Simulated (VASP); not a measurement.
# LiTa2O5 (P-62m) in VASP: further runs

Runs on LiTa2O5. Level: PBE. Tasks: single point.

All numbers are computed with VASP 6.6.1; they aren't measurements. Logs are shortened: lines on timing, memory, paths and dates and some standing lists are left out, and cuts for length are marked.

### Step 1. The cell of the first run

Symmetry: P-62m, No. 189, hexagonal system. Conventional cell: a = 5.751 Å, b = 5.751 Å, c = 3.901 Å, α = 90.00°, β = 90.00°, γ = 120.00°. Within 3.5 Å of Li (site symmetry -62m) lie 12 O at 2.67 to 3.32 Å. Ta (site symmetry -6) has 5 O at 1.95 to 1.97 Å within 2.6 Å. Within 2.6 Å of O (site symmetry -6) lie 2 Ta at 1.95 Å. O (site symmetry m2m) has 2 Ta at 1.97 Å and 2 Li at 2.67 Å and 4 O at 2.77 Å within 2.8 Å.

The cell was built from a structure type or drawn by symmetry, and may not be a known phase.

### Step 2. Single point, PBE

The input, INCAR:

```
SYSTEM = LiTa2O5
  PREC = Accurate
  ENCUT = 750
  EDIFF = 1E-6
  ISMEAR = 0
  SIGMA = 0.1
  LREAL = .FALSE.
  LASPH = .TRUE.
  NELM = 120
  ALGO = Normal
  ISIF = 2
  LWAVE = .FALSE.
  LCHARG = .FALSE.
  GGA = PE
  NBANDS = 40
  GGA_COMPAT = .FALSE.
```

The input, KPOINTS:

```
Automatic mesh
0
G
  12 12 10
  0 0 0
```

The input, POSCAR:

```
LiTa2O5
1.0
    5.7510842556      0.0000000000      0.0000000000
   -2.8755421278      4.9805850646      0.0000000000
    0.0000000000      0.0000000000      3.9012998118
Li Ta O
1 2 5
Direct
    0.0000000000      0.0000000000      0.0000000000
    0.3333333333      0.6666666667      0.5000000000
    0.6666666667      0.3333333333      0.5000000000
    0.3333333333      0.6666666667      0.0000000000
    0.0000000000      0.3158210488      0.5000000000
    0.6841789512      0.6841789512      0.5000000000
    0.3158210488      0.0000000000      0.5000000000
    0.6666666667      0.3333333333      0.0000000000
```

Potentials or basis: VASP PAW PBE potentials, release 64 (Li_sv, Ta_sv_GW, O).

Command:

```console
$ cat potpaw_PBE.64/Li_sv/POTCAR potpaw_PBE.64/Ta_sv_GW/POTCAR potpaw_PBE.64/O/POTCAR > POTCAR
$ mpirun -np 1 vasp_std > vasp.out
```

OUTCAR:

```text
SYSTEM = LiTa2O5
   PREC = Accurate
   ENCUT = 750
   EDIFF = 1E-6
   ISMEAR = 0
   LREAL = .FALSE.
   LASPH = .TRUE.
   NELM = 120
   ISIF = 2
   GGA = PE

 ion  position               nearest neighbor table
   1  0.000  0.000  0.000-
   2  0.333  0.667  0.500-   4 1.95   4 1.95   7 1.97   5 1.97   6 1.97
   3  0.667  0.333  0.500-   8 1.95   8 1.95   5 1.97   7 1.97   6 1.97
   4  0.333  0.667  0.000-   2 1.95   2 1.95
   5  0.000  0.316  0.500-   3 1.97   2 1.97
   6  0.684  0.684  0.500-   3 1.97   2 1.97
   7  0.316  0.000  0.500-   2 1.97   3 1.97
   8  0.667  0.333  0.000-   3 1.95   3 1.95

  LATTYP: Found a hexagonal cell.
 ALAT       =     5.7510842556
 C/A-ratio  =     0.6783590082

  Lattice vectors:

 A1 = (   5.7510842556,   0.0000000000,   0.0000000000)
 A2 = (  -2.8755421278,   4.9805850646,   0.0000000000)
 A3 = (   0.0000000000,   0.0000000000,   3.9012998118)

Analysis of symmetry for initial positions (statically):
=====================================================================
 Subroutine PRICEL returns:
 Original cell was already a primitive cell.

 Routine SETGRP: Setting up the symmetry group for a
 hexagonal supercell.

 Subroutine GETGRP returns: Found 12 space group operations
 (whereof 12 operations were pure point group operations)
 out of a pool of 24 trial point group operations.

The static configuration has the point symmetry D_3h.

Analysis of symmetry for dynamics (positions and initial velocities):
=====================================================================
 Subroutine PRICEL returns:
 Original cell was already a primitive cell.

 Routine SETGRP: Setting up the symmetry group for a
 hexagonal supercell.

 Subroutine GETGRP returns: Found 12 space group operations
 (whereof 12 operations were pure point group operations)
 out of a pool of 24 trial point group operations.

The dynamic configuration has the point symmetry D_3h.

 Subroutine INISYM returns: Found 12 space group operations
 (whereof 12 operations are pure point group operations),
 and found     1 'primitive' translations

----------------------------------------------------------------------------------------

                                     Primitive cell

  volume of cell :     111.7479

  direct lattice vectors                    reciprocal lattice vectors
     5.751084256  0.000000000  0.000000000     0.173880256  0.100389812  0.000000000
    -2.875542128  4.980585065  0.000000000     0.000000000  0.200779625  0.000000000
     0.000000000  0.000000000  3.901299812     0.000000000  0.000000000  0.256324827

  length of vectors
     5.751084256  5.751084256  3.901299812     0.200779625  0.200779625  0.256324827

  position of ions in fractional coordinates (direct lattice)
     0.000000000  0.000000000  0.000000000
     0.333333333  0.666666667  0.500000000
     0.666666667  0.333333333  0.500000000
     0.333333333  0.666666667  0.000000000
     0.000000000  0.315821049  0.500000000
     0.684178951  0.684178951  0.500000000
     0.315821049  0.000000000  0.500000000
     0.666666667  0.333333333  0.000000000

  ion indices of the primitive-cell ions
   primitive index   ion index
                 1           1
                 2           2
                 3           3
                 4           4
                 5           5
                 6           6
                 7           7
                 8           8

----------------------------------------------------------------------------------------

 KPOINTS: Automatic mesh

Automatic generation of k-mesh.
 Grid dimensions read from file:
 generate k-points for:   12   12   10

 Generating k-lattice:

  Cartesian coordinates                     Fractional coordinates (reciprocal lattice)
     0.014490021  0.008365818  0.000000000     0.083333333 -0.000000000  0.000000000
     0.000000000  0.016731635  0.000000000     0.000000000  0.083333333  0.000000000
     0.000000000  0.000000000  0.025632483     0.000000000  0.000000000  0.100000000

  Length of vectors
     0.016731635  0.016731635  0.025632483

  Shift w.r.t. Gamma in fractional coordinates (k-lattice)
     0.000000000  0.000000000  0.000000000

 Subroutine IBZKPT returns following result:
 ===========================================

 Found    114 irreducible k-points:

 Following reciprocal coordinates:
            Coordinates               Weight
  0.000000  0.000000  0.000000      1.000000
  0.083333 -0.000000  0.000000      6.000000
  0.166667  0.000000  0.000000      6.000000
  0.250000  0.000000  0.000000      6.000000
  0.333333 -0.000000  0.000000      6.000000
  0.416667  0.000000  0.000000      6.000000
[... 16 lines left out ...]
  0.250000  0.000000  0.100000     12.000000
  0.333333 -0.000000  0.100000     12.000000
 [... further k-points ...]
   k-points           NKPTS =    114   k-points in BZ     NKDIM =    114   number of bands    NBANDS=     40
   number of dos      NEDOS =    301   number of ions     NIONS =      8
   total plane-waves  NPLWV = 104976
   dimension x,y,z NGX =    54 NGY =   54 NGZ =   36
   dimension x,y,z NGXF=   108 NGYF=  108 NGZF=   72
   ions per type =               1   2   5
   NGX,Y,Z   is equivalent  to a cutoff of  15.61, 15.61, 15.34 a.u.
   NGXF,Y,Z  is equivalent  to a cutoff of  31.22, 31.22, 30.68 a.u.
 SYSTEM =  LiTa2O5
   PREC   = accura    normal or accurate (medium, high low for compatibility)
   ISTART =      0    job   : 0-new  1-cont  2-samecut
   ICHARG =      2    charge: 1-file 2-atom 10-const
   ISPIN  =      1    spin polarized calculation?
   LNONCOLLINEAR =      F non collinear calculations
   LSORBIT =      F    spin-orbit coupling
   LASPH  =      T    aspherical Exc in radial PAW
   ENCUT  =  750.0 eV  55.12 Ry    7.42 a.u.  12.84 12.84  8.71*2*pi/ulx,y,z
   NELM   =    120;   NELMIN=  2; NELMDL= -5     # of ELM steps
   EDIFF  = 0.1E-05   stopping-criterion for ELM
   LREAL  =      F    real-space projection
   EDIFFG = 0.1E-04   stopping-criterion for IOM
   NSW    =      0    number of steps for IOM
   IBRION =     -1    ionic relax: 0-MD 1-quasi-New 2-CG
   NFREE  =      0    steps in history (QN), initial steepest desc. (CG)
   ISIF   =      2    stress and relaxation
   ISYM   =      2    0-nonsym 1-usesym 2-fastsym
   POTIM  = 0.5000    time-step for ionic-motion
   TEBEG  =    0.0;   TEEND  =   0.0 temperature during run
   PSTRESS=    0.0 pullay stress
   NELECT =      59.0000    total number of electrons
   NUPDOWN=      -1.0000    fix difference up-down
   EMIN   =  10.00;   EMAX   =-10.00  energy-range for DOS
   EFERMI =   0.00;   METHOD = LEGACY
   ISMEAR =     0;   SIGMA  =   0.10  broadening in eV -4-tet -1-fermi 0-gaus
   EFERMI_NEDOS =   21; number of points for ismear=-14 and -15
   IALGO  =     38    algorithm
   IMIX   =      4    mixing-type and parameters
     AMIX     =   0.40;   BMIX     =  1.00
     AMIX_MAG =   1.60;   BMIX_MAG =  1.00
  volume/ion in A,a.u.               =      13.97        94.26
  Fermi-wavevector in a.u.,A,eV,Ry     =   1.323160  2.500410 23.820432  1.750752
  Thomas-Fermi vector in A             =   2.452788
   LORBIT       =      0    0 simple, 1 ext, 2 COOP (PROOUT), +10 PAW based schemes
   GGA     = PE    functional components
   LHFCALC =     F    Hartree Fock is set to
   AEXX    =    0.0000 exact exchange contribution
   IVDW    =     0    specifies the selected vdW correction
   LEPSILON=     F    determine dielectric tensor
   LRPA    =     F    only Hartree local field effects (RPA)
 non-spin polarized calculation
 Gauss-broadening in eV      SIGMA  =   0.10
  energy-cutoff  :      750.00
  volume of cell :      111.75
 maximum number of plane-waves:      5255
 NGX is ok and might be reduce to    54
   NGX = 25   NGY = 25   NGZ = 17

 number of electron      59.0000003 magnetization

 Free energy of the ion-electron system (eV)
  ---------------------------------------------------
  ext. energy  EPLUGINS =         0.00000000
  ---------------------------------------------------
  free energy    TOTEN  =       -74.59343313 eV

  energy without entropy =      -74.57796494  energy(sigma->0) =      -74.58569903

 E-fermi :   5.8451     XC(G=0):  -9.8197

 val. band max:        5.8386154575   @ k =   0.0833   0.0833   0.1000
 cond. band min:       5.8518838259   @ k =   0.1667   0.0000   0.3000
 fundamental gap:      0.0132683684
 Fermi energy:         5.8450600981

 k-point     1 :       0.0000    0.0000    0.0000
  band No.  band energies     occupation
      1     -64.3816      2.00000
      2     -64.3688      2.00000
      3     -42.9350      2.00000
      4     -31.1144      2.00000
      5     -31.1144      2.00000
      6     -30.8848      2.00000
[... 32 lines left out ...]
     39      10.7889      0.00000
     40      11.2655      0.00000

 k-point     2 :       0.0833   -0.0000    0.0000
  band No.  band energies     occupation
      1     -64.3814      2.00000
      2     -64.3690      2.00000
      3     -42.9350      2.00000
      4     -31.1155      2.00000
      5     -31.1114      2.00000
      6     -30.8879      2.00000
[... 32 lines left out ...]
     39      10.7300      0.00000
     40      11.3226      0.00000

 k-point     3 :       0.1667    0.0000    0.0000
  band No.  band energies     occupation
      1     -64.3809      2.00000
      2     -64.3696      2.00000
      3     -42.9350      2.00000
      4     -31.1186      2.00000
      5     -31.1030      2.00000
      6     -30.8969      2.00000
[... 32 lines left out ...]
     39      10.5653      0.00000
     40      11.1839      0.00000

 k-point     4 :       0.2500    0.0000    0.0000
  band No.  band energies     occupation
      1     -64.3800      2.00000
      2     -64.3704      2.00000
      3     -42.9350      2.00000
      4     -31.1227      2.00000
      5     -31.0902      2.00000
      6     -30.9104      2.00000
[... 32 lines left out ...]
     39      10.4763      0.00000
     40      10.9768      0.00000
[... 772 lines left out ...]
     39      10.6241      0.00000
     40      11.2657      0.00000

 k-point    23 :       0.2500    0.0000    0.1000
  band No.  band energies     occupation
      1     -64.3799      2.00000
      2     -64.3704      2.00000
      3     -42.9350      2.00000
      4     -31.1222      2.00000
      5     -31.0897      2.00000
      6     -30.9100      2.00000
[... 32 lines left out ...]
     39      10.6864      0.00000
     40      11.0669      0.00000

 k-point    24 :       0.3333   -0.0000    0.1000
  band No.  band energies     occupation
      1     -64.3788      2.00000
      2     -64.3714      2.00000
      3     -42.9350      2.00000
      4     -31.1261      2.00000
      5     -31.0746      2.00000
      6     -30.9259      2.00000
[... 32 lines left out ...]
     39      10.6173      0.00000
     40      10.9920      0.00000

 [... further k-points ...]

------------------------ aborting loop because EDIFF is reached ----------------------------------------

  FORCE on cell =-STRESS in cart. coord.  units (eV):
  Direction    XX          YY          ZZ          XY          YZ          ZX
  --------------------------------------------------------------------------------------
  -------------------------------------------------------------------------------------
  Total        0.0684329      0.0684329      0.0548304      0.0000000      0.0000000     -0.0000000
  in kB        0.9811522      0.9811522      0.7861275      0.0000000      0.0000000     -0.0000000
  external PRESSURE =       0.9161440 kB  Pullay stress =       0.0000000 kB

 VOLUME and BASIS-vectors are now :
 -----------------------------------------------------------------------------
  energy-cutoff  :      750.00
  volume of cell :      111.75
      direct lattice vectors                 reciprocal lattice vectors
     5.751084256  0.000000000  0.000000000     0.173880256  0.100389812  0.000000000
    -2.875542128  4.980585065  0.000000000     0.000000000  0.200779625  0.000000000
     0.000000000  0.000000000  3.901299812     0.000000000  0.000000000  0.256324827

 POSITION                                       TOTAL-FORCE (eV/Angst)
 -----------------------------------------------------------------------------------
      0.00000      0.00000      0.00000         0.000000      0.000000     -0.000000
     -0.00000      3.32039      1.95065        -0.000000      0.000000     -0.000000
      2.87554      1.66020      1.95065         0.000000     -0.000000     -0.000000
     -0.00000      3.32039      0.00000        -0.000000      0.000000     -0.000000
     -0.90816      1.57297      1.95065         0.017892     -0.030989     -0.000000
      1.96739      3.40761      1.95065         0.017892      0.030989      0.000000
      1.81631      0.00000      1.95065        -0.035783     -0.000000      0.000000
      2.87554      1.66020      0.00000         0.000000      0.000000     -0.000000
 -----------------------------------------------------------------------------------
    total drift:                                0.000001      0.000001      0.000000

  FREE ENERGIE OF THE ION-ELECTRON SYSTEM (eV)
  ---------------------------------------------------
  free  energy   TOTEN  =       -74.5934331285 eV

  energy  without entropy=      -74.5779649366  energy(sigma->0) =      -74.58569903
```

Wall time 12 min (1 thread of Intel Xeon 6975P-C (Granite Rapids), shared host); peak memory 0.85 GiB.

What came out:

- Free energy: -74.5934 eV
- Pressure: 0.1 GPa
- Largest force: 0.036 eV/Å
- Band gap on the k mesh: zero (an odd number of electrons rules out a gap without spin polarisation)

Forces on the atoms (eV/Å):
```
Li   0.000  0.000  0.000
Ta   0.000  0.000  0.000
Ta   0.000  0.000  0.000
O    0.000  0.000  0.000
O    0.018 -0.031  0.000
O    0.018  0.031  0.000
O   -0.036  0.000  0.000
O    0.000  0.000  0.000
```

Levels at points of the mesh, in eV from the Fermi level:
| k point | band 27 | band 28 | band 29 | band 30 | band 31 | band 32 |
| --- | --- | --- | --- | --- | --- | --- |
| (0.00, 0.00, 0.00) | -4.02 | -4.02 | -3.80 | -0.56 | -0.56 | -0.31 |
| (0.50, 0.00, 0.00) | -4.19 | -3.99 | -3.96 | -0.06 | 0.62 | 0.72 |
| (0.00, 0.00, 0.50) | -5.53 | -3.41 | -3.41 | -0.35 | -0.35 | 1.39 |
| (0.50, 0.00, 0.50) | -4.07 | -3.82 | -3.60 | 0.65 | 2.14 | 2.45 |

Caveat: spin-orbit coupling is left out, which moves the levels of the heavy elements; an odd number of electrons without spin polarisation forces a metal; a magnetic or distorted state may lie lower.

### Step 3. Single point, PBE

This run uses another cell than the first one, of 14.00 Å³/atom.

The input, INCAR:

```
SYSTEM = LiTa2O5
ALGO = Normal
EDIFF = 1E-6
ENCUT = 750
GGA = PE
GGA_COMPAT = .FALSE.
ISIF = 2
ISMEAR = 0
LASPH = .TRUE.
LCHARG = .FALSE.
LREAL = .FALSE.
LWAVE = .FALSE.
NBANDS = 40
NELM = 120
PREC = Accurate
SIGMA = 0.1
```

The input, KPOINTS:

```
k-points
0
G
  6 6 10
  0 0 0
```

The input, POSCAR:

```
LiTa2O5
1.0
    5.7565899503      0.0000000000      0.0000000000
   -2.8782949751      4.9853531361      0.0000000000
    0.0000000000      0.0000000000      3.9016753559
Li Ta O
1 2 5
Direct
    0.0000000000      0.0000000000      0.0000000000
    0.3333333333      0.6666666667      0.5000000000
    0.6666666667      0.3333333333      0.5000000000
    0.3333333333      0.6666666667      0.0000000000
    0.0000000000      0.3165178251      0.5000000000
    0.6834821749      0.6834821749      0.5000000000
    0.3165178251      0.0000000000      0.5000000000
    0.6666666667      0.3333333333      0.0000000000
```

Potentials or basis: VASP PAW PBE potentials, release 64 (Li_sv, Ta_sv_GW, O).

Command:

```console
$ cat potpaw_PBE.64/Li_sv/POTCAR potpaw_PBE.64/Ta_sv_GW/POTCAR potpaw_PBE.64/O/POTCAR > POTCAR
$ mpirun -np 1 vasp_std > vasp.out
```

Run time: 4.6 min. Hardware: 1 thread of Intel Xeon 6975P-C (Granite Rapids), shared host; peak memory 0.49 GiB.

Results (log left out):

```yaml
Free_energy: -74.5894 eV
Pressure: 0.1 GPa
Largest_force: 0.035 eV/Å
Band_gap_on_the_k_mesh: zero (an odd number of electrons rules out a gap without spin polarisation)
```

Forces in eV/Å, atoms in the order of the input:
```
Li   0.000  0.000  0.000
Ta   0.000  0.000  0.000
Ta   0.000  0.000  0.000
O    0.000  0.000  0.000
O    0.017 -0.030  0.000
O    0.017  0.030  0.000
O   -0.035  0.000  0.000
O    0.000  0.000  0.000
```

Levels at points of the mesh, in eV from the Fermi level:
```csv
k point,band 26,band 27,band 28,band 29,band 30,band 31,band 32,band 33
"(0.00, 0.00, 0.00)",-4.28,-4.03,-4.03,-3.81,-0.57,-0.57,-0.32,-0.32
"(0.50, 0.00, 0.00)",-4.20,-4.20,-4.00,-3.97,-0.08,0.61,0.71,0.72
"(0.00, 0.00, 0.50)",-5.57,-5.54,-3.42,-3.42,-0.36,-0.36,1.37,2.33
"(0.50, 0.00, 0.50)",-5.28,-4.09,-3.83,-3.62,0.64,2.12,2.44,2.69
```

Caveat: spin-orbit coupling is left out, which moves the levels of the heavy elements; an odd number of electrons without spin polarisation forces a metal; a magnetic or distorted state may lie lower.
